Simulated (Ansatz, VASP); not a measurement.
ZnS in VASP and in Ansatz

File INCAR:

```
SYSTEM = ZnS
PREC = Accurate ; ENCUT = 600
EDIFF = 1E-6 ; ISMEAR = 0
SIGMA = 0.02 ; LREAL = .FALSE.
LASPH = .TRUE. ; NELM = 80
ALGO = Normal ; ISIF = 3
LWAVE = .FALSE. ; LCHARG = .FALSE.
GGA = PE ; IBRION = 2
NSW = 100 ; EDIFFG = -0.01
```

The input KPOINTS:

```
Automatic mesh
0
G
  6 6 8
  0 0 0
```

The input POSCAR:

```
ZnS
1.0
    3.4250058194     -3.5808570623      0.0000000000
    3.4250058194      3.5808570623      0.0000000000
    0.0000000000      0.0000000000      4.1728718728
Zn S
1 1
Direct
    0.5000000000      0.5000000000      0.5000000000
    0.5000000000      0.5000000000      0.0000000000
```

Input for Ansatz:

```yaml
crystal:
  lattice:
    - [3.4250058194, -3.5808570623, 0.0]
    - [3.4250058194, 3.5808570623, 0.0]
    - [0.0, 0.0, 4.1728718728]
  atoms:
    - { symbol: Zn, position: [0.5, 0.5, 0.5] }
    - { symbol: S, position: [0.5, 0.5, 0.0] }
basis:
  ecutwfc: 420
kpoints:
  mp_grid: { grid: [6, 6, 8] }
hamiltonian:
  xc: pbe
scf:
  occupations: { method: gaussian, width: 0.02 }
output:
  forces: true
  stress: true
  eigenvalues: true
relax:
  adjacent_minimum: "off"
  f_tol: 0.01
  max_steps: 80
  cell: { stress_tol: 0.05 }
```

Alike in both runs: task relaxation of cell and atoms; functional PBE; k mesh 6 × 6 × 8; occupations gaussian, width 0.02 eV; no spin polarisation.

```csv
,VASP,Ansatz
version,VASP 6.6.1,Ansatz 0.2.0
potentials or method,"VASP PAW PBE potentials, release 64 (Zn, S), cutoff 600 eV","scalar-relativistic, plane waves, PAW"
valence electrons in the cell,18,18
```

|  | VASP | Ansatz | Ansatz less VASP |
| --- | --- | --- | --- |
| gap on the k mesh at the Fermi level, each at its own relaxed structure (eV) | 1.40 | 1.32 | -0.088 |
| relaxed volume (Å³/atom) | 66.01 | 59.50 | -6.509 |
| relaxed cell length with the largest relative difference (Å) | 5.624 | 5.343 | -0.2813 |

One of these differences is far larger than is usual between the two programs; its cause wasn't traced.

Noted on VASP's run: the volume moved by over 15 % at a fixed basis, so the end points are rough.
